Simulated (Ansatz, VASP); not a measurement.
# Two plane-wave programs on Ti3S2

File POSCAR:

```
Ti3S2
1.0
    2.7131139241      1.5664170544      3.2376184047
   -2.7131139241      1.5664170544      3.2376184047
    0.0000000000     -3.1328341088      3.2376184047
Ti S
3 2
Direct
    0.0000000000      0.3356550000      0.6643450000
    0.6643450000      0.0000000000      0.3356550000
    0.3356550000      0.6643450000      0.0000000000
    0.1678390000      0.1678390000      0.1678390000
    0.8321610000      0.8321610000      0.8321610000
```

The input INCAR.step1:

```
PREC = Accurate
ENCUT = 520
ISMEAR = -1
SIGMA = 0.05
LREAL = False
LASPH = True
NELM = 100
NBANDS = 32
GGA = PE
ALGO = Normal
EDIFF = 1E-4
LWAVE = True
LCHARG = False
```

File INCAR.step2:

```
PREC = Accurate
ENCUT = 520
EDIFF = 1E-6
ISMEAR = -1
SIGMA = 0.05
LREAL = False
LASPH = True
NELM = 100
ALGO = Normal
ISIF = 2
LWAVE = False
LCHARG = False
METAGGA = R2SCAN
LMIXTAU = True
NBANDS = 32
ISTART = 1
```

KPOINTS

```
regular mesh
0
Gamma
  6 6 6
```

input.yaml

```yaml
crystal:
  lattice:
    - [2.7131139241, 1.5664170544, 3.2376184047]
    - [-2.7131139241, 1.5664170544, 3.2376184047]
    - [0.0, -3.1328341088, 3.2376184047]
  atoms:
    - { symbol: Ti, position: [0.0, 0.335655, 0.664345] }
    - { symbol: Ti, position: [0.664345, 0.0, 0.335655] }
    - { symbol: Ti, position: [0.335655, 0.664345, 0.0] }
    - { symbol: S, position: [0.167839, 0.167839, 0.167839] }
    - { symbol: S, position: [0.832161, 0.832161, 0.832161] }
hamiltonian:
  xc: r2scan
  pseudopotentials: { kind: paw }
kpoints:
  mp_grid: { grid: [6, 6, 6] }
  band_path:
    path:
      - [[0.0, 0.0, 0.0], [0.5, 0.0, 0.0], [0.5, 0.3227197041, -0.3227197041]]
      - [[0.6772802959, 0.5, 0.3227197041], [0.5, 0.5, 0.5], [0.0, 0.0, 0.0], [0.4113598521, 0.0, -0.4113598521]]
      - [[0.5886401479, 0.4113598521, 0.0], [0.5, 0.5, 0.0], [0.5886401479, 0.5886401479, 0.3227197041], [0.5, 0.5, 0.5]]
      - [[0.5, 0.0, 0.0], [0.6772802959, 0.4113598521, 0.4113598521]]
    npoints: 14
scf:
  occupations: { method: fermi_dirac, width: 0.05 }
  n_extra_bands: 12
output:
  forces: true
  stress: true
  eigenvalues: true
  fatbands: false
```

Alike in both runs: functional r2SCAN; k mesh 6 × 6 × 6; occupations fermi-dirac, width 0.05 eV; no spin polarisation.

|  | VASP | Ansatz |
| --- | --- | --- |
| version | VASP 6.6.1 | Ansatz 0.2.0 |
| potentials or method | VASP PAW PBE potentials, release 64 (Ti_sv, S) | Ansatz PAW |
| plane-wave cutoff (eV) | 520 | 500 |
| valence electrons in the cell | 48 | 48 |
| task | single point | band structure |

VASP gave:

```
gap on the k mesh at the Fermi level (eV)                     : none
pressure (GPa)                                                : 0.0
traceless stress, the component that is largest in VASP (GPa) : 0.04
rms of the force components (eV/Å)                            : 0.016
```

Question: Which values does Ansatz return?

Answer: gap on the k mesh at the Fermi level (eV): none; pressure (GPa): -0.4; traceless stress, the component that is largest in VASP (GPa): -0.12; rms of the force components (eV/Å): 0.019.

VASP's potentials were made for PBE, not for r2SCAN. Atom by atom the forces differ by 0.009 eV/Å (rms over components). A gap of «none» marks a metal or a gap that the smearing closes.
